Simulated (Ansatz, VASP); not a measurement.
**Two plane-wave programs on MgTePb2S6**

The input POSCAR:

```
MgTePb2S6
1.0
    0.0000000000      4.5826560000      4.5826560000
    4.5826560000      0.0000000000      4.5826560000
    4.5826560000      4.5826560000      0.0000000000
S Pb Te Mg
6 2 1 1
Direct
    0.7392000000      0.2608000000      0.2608000000
    0.2608000000      0.7392000000      0.2608000000
    0.2608000000      0.7392000000      0.7392000000
    0.7392000000      0.2608000000      0.7392000000
    0.2608000000      0.2608000000      0.7392000000
    0.7392000000      0.7392000000      0.2608000000
    0.2500000000      0.2500000000      0.2500000000
    0.7500000000      0.7500000000      0.7500000000
    0.5000000000      0.5000000000      0.5000000000
    0.0000000000      0.0000000000      0.0000000000
```

INCAR.step1

```
SYSTEM = MgTePb2S6
ALGO     = Normal         ! electronic algorithm
EDIFF    = 1E-4           ! SCF threshold, eV
ENCUT    = 520            ! plane-wave cutoff, eV
GGA      = PE             ! functional
ISMEAR   = -5             ! smearing method
LASPH    = .True.         ! aspherical terms in the spheres
LCHARG   = .False.        ! write CHGCAR
LREAL    = .False.        ! projectors in reciprocal space
LWAVE    = .True.         ! write WAVECAR
NBANDS   = 47             ! bands
NELM     = 100            ! most SCF steps
PREC     = Accurate       ! precision mode
SIGMA    = 0.1            ! smearing width, eV
```

Contents of INCAR.step2:

```
SYSTEM = MgTePb2S6
ALGO     = Normal         ! electronic algorithm
EDIFF    = 1E-7           ! SCF threshold, eV
ENCUT    = 520            ! plane-wave cutoff, eV
ISIF     = 2              ! what is computed and relaxed
ISMEAR   = -5             ! smearing method
ISTART   = 1            
LASPH    = .True.         ! aspherical terms in the spheres
LCHARG   = .False.        ! write CHGCAR
LMIXTAU  = .True.       
LREAL    = .False.        ! projectors in reciprocal space
LWAVE    = .False.        ! write WAVECAR
METAGGA  = R2SCAN         ! meta-GGA
NBANDS   = 47             ! bands
NELM     = 100            ! most SCF steps
PREC     = Accurate       ! precision mode
SIGMA    = 0.1            ! smearing width, eV
```

Contents of KPOINTS:

```
k-points
0
Gamma
  5 5 5
  0 0 0
```

Input for Ansatz:

```yaml
crystal:
  lattice:
    - [0.0, 4.582656, 4.582656]
    - [4.582656, 0.0, 4.582656]
    - [4.582656, 4.582656, 0.0]
  atoms:
    - { symbol: S, position: [0.7392, 0.2608, 0.2608] }
    - { symbol: S, position: [0.2608, 0.7392, 0.2608] }
    - { symbol: S, position: [0.2608, 0.7392, 0.7392] }
    - { symbol: S, position: [0.7392, 0.2608, 0.7392] }
    - { symbol: S, position: [0.2608, 0.2608, 0.7392] }
    - { symbol: S, position: [0.7392, 0.7392, 0.2608] }
    - { symbol: Pb, position: [0.25, 0.25, 0.25] }
    - { symbol: Pb, position: [0.75, 0.75, 0.75] }
    - { symbol: Te, position: [0.5, 0.5, 0.5] }
    - { symbol: Mg, position: [0.0, 0.0, 0.0] }
  symmetry: { tolerance: 0.0003 }
kpoints:
  mp_grid: { grid: [5, 5, 5], shift: [0, 0, 0] }
  band_path:
    path:
      - [0.0, 0.0, 0.0]
      - [0.5, 0.0, 0.5]
      - [0.625, 0.25, 0.625]
      - [0.375, 0.375, 0.75]
      - [0.0, 0.0, 0.0]
      - [0.5, 0.5, 0.5]
      - [0.5, 0.25, 0.75]
      - [0.5, 0.0, 0.5]
    npoints: 10
magnetization:
  spin_polarized: false
scf:
  occupations: { method: tetrahedron }
  lower_state_search: "off"
  max_iter: 200
hamiltonian:
  pseudopotentials: { kind: paw }
  xc: r2scan
basis:
  ecutwfc: 500
  fft_grid_basis: typed
output:
  forces: true
  stress: true
  eigenvalues: true
  bader: true
  populations: true
  elf: true
  write_potential: true
  volumetric_format: npy
  dos:
    e_range: [-12, 8]
    de: 0.05
    projected: { site_lists: { Mg: [Mg], Pb: [Pb], S: [S], Te: [Te] } }
checkpoint:
  read: saved_state
```

Alike in both runs: task single point; functional r2SCAN; k mesh 5 × 5 × 5; occupations tetrahedron; no spin polarisation.

|  | VASP | Ansatz |
| --- | --- | --- |
| version | VASP 6.6.1 | Ansatz 0.2.0 |
| potentials or method | VASP PAW PBE potentials, release 64 (S, Pb_d, Te, Mg), cutoff 520 eV | PAW plane waves |
| valence electrons in the cell | 72 | 90 |

VASP gave:

| Quantity | Value |
| --- | --- |
| pressure (GPa) | 24.0 |
| rms of the force components (eV/Å) | 1.923 |

**Question.** Estimate Ansatz's values.

**Answer.** Pressure (GPa): 24.2; rms of the force components (eV/Å): 1.927.

VASP's potentials were made for PBE, not for r2SCAN. Atom by atom the forces differ by 0.003 eV/Å (rms over components). The functional is the same, so the differences come from potentials, cutoffs and numerics. VASP's potentials hold 72 valence electrons a cell and Ansatz's 90, so a difference there can come from the potentials and not from the codes. Ansatz's warnings: band table not solved further, product built on unsolved table, tetrahedron derivatives may miss energy slope.

Neither program's run includes spin-orbit coupling.
